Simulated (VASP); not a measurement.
A run of VASP 6.6.1 is set up as follows.

INCAR

```
  PREC = Accurate
  ENCUT = 600
  EDIFF = 1E-7
  ISMEAR = 0
  SIGMA = 0.1
  LREAL = F
  LASPH = T
  NELM = 80
  ALGO = Normal
  ISIF = 3
  LWAVE = F
  LCHARG = F
  GGA = PE
  IBRION = 2
  NSW = 100
  EDIFFG = -0.01
```

Contents of KPOINTS:

```
regular mesh
0
Gamma
  8 8 8
```

File POSCAR:

```
ScTi3N3
1.0
    4.3018725678      0.0000000000      0.0000000000
    0.0000000000      4.3018725678      0.0000000000
    0.0000000000      0.0000000000      4.3018725678
Sc Ti N
1 3 3
Direct
    0.0000000000      0.0000000000      0.0000000000
    0.5000000000      0.0000000000      0.5000000000
    0.5000000000      0.5000000000      0.0000000000
    0.0000000000      0.5000000000      0.5000000000
    0.5000000000      0.0000000000      0.0000000000
    0.0000000000      0.5000000000      0.0000000000
    0.0000000000      0.0000000000      0.5000000000
```

Potentials or basis: VASP PAW PBE potentials, release 64 (Sc_sv, Ti_sv, N).

Run with:

```bash
$ cat potpaw_PBE.64/Sc_sv/POTCAR potpaw_PBE.64/Ti_sv/POTCAR potpaw_PBE.64/N/POTCAR > POTCAR
$ mpirun -np 1 vasp_std > vasp.out
```

Estimate the space group after relaxing (to 0.1 Å).

Pm-3m (No. 221).

Estimate the relaxed volume.

11.42 Å³/atom.

Step by step:
```
step  energy change (eV)  largest force (eV/Å)  pressure (GPa)  volume (Å³)
   1              0.0000                0.0000            0.84        79.61
   2              0.0004                0.0000           -1.01        80.30
   3             -0.0008                0.0000            0.00        79.92
```
